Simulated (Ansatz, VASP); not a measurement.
## Two plane-wave programs on Sr3CuH2

```xyz
6
Lattice="7.2792 0.0000 0.0000 -3.6396 6.3040 0.0000 0.0000 0.0000 4.6248" Properties=species:S:1:pos:R:3 pbc="T T T"
Sr    2.3501    0.0000    0.0000
Sr   -1.1750    2.0352    0.0000
Sr    2.4646    4.2688    0.0000
Cu    0.0000    0.0000    2.3124
H     0.0000    0.0000    3.8225
H     0.0000    0.0000    0.8023
```

Alike in both runs: functional PBE; k mesh 3 × 3 × 4; occupations gaussian, width 0.1 eV; no spin polarisation.

Ansatz relaxed the structure, and its values are those at the end. VASP's run is a single point on that final structure, the one shown.

|  | VASP | Ansatz |
| --- | --- | --- |
| version | VASP 6.6.1 | Ansatz 0.2.0 |
| potentials or method | VASP PAW PBE potentials, release 64 (Sr_sv, Cu, H), cutoff 520 eV | scalar-relativistic, plane waves, PAW |
| valence electrons in the cell | 43 | 51 |

|  | VASP | Ansatz | Ansatz less VASP |
| --- | --- | --- | --- |
| gap on the k mesh at the Fermi level (eV) | none | none | - |
| pressure (GPa) | 0.0 | -0.1 | -0.06 |
| rms of the force components (eV/Å) | 0.009 | 0.008 | -0.0003 |

A gap of «none» marks a metal or a gap that the smearing closes. VASP's potentials hold 43 valence electrons a cell and Ansatz's 51, so a difference there can come from the potentials and not from the codes.
